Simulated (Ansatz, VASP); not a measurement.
# CoO in VASP and in Ansatz

```xyz
2
Lattice="1.6022 0.9250 2.5665 -1.6022 0.9250 2.5665 0.0000 -1.8501 2.5665" Properties=species:S:1:pos:R:3 pbc="T T T"
Co    0.0000    0.0000    7.6915
O     0.0000    0.0000    5.7824
```

Alike in both runs: functional PBEsol; k mesh 7 × 7 × 7; occupations fermi-dirac, width 0.05 eV; collinear spin.

|  | VASP | Ansatz |
| --- | --- | --- |
| version | VASP 6.6.1 | Ansatz 0.2.0 |
| potentials or method | VASP PAW PBE potentials, release 64 (Co, O), cutoff 520 eV | all-electron LAPW, scalar-relativistic |
| task | single point | band structure |

|  | VASP | Ansatz | Ansatz less VASP |
| --- | --- | --- | --- |
| gap on the k mesh at the Fermi level (eV) | none | none | - |
| pressure (GPa) | -8.3 | -7.9 | +0.33 |
| traceless stress, the component that is largest in VASP (GPa) | 3.35 | 3.32 | -0.029 |
| rms of the force components (eV/Å) | 0.134 | 0.131 | -0.0028 |
| net moment per atom (μB) | 1.39 | 1.39 | +0.007 |
| size of the moment on the site where the two differ most (μB) | 2.39 | 2.37 | -0.019 |

VASP's potentials were made for PBE, not for PBEsol. Site moments also hang on the region over which each program counts them. Atom by atom the forces differ by 0.003 eV/Å (rms over components). A gap of «none» marks a metal or a gap that the smearing closes. Ansatz ran all-electron here, and VASP with PAW potentials.

Noted on Ansatz's run: the k mesh is thin for a metal, which can move the energy by tens of meV per atom.
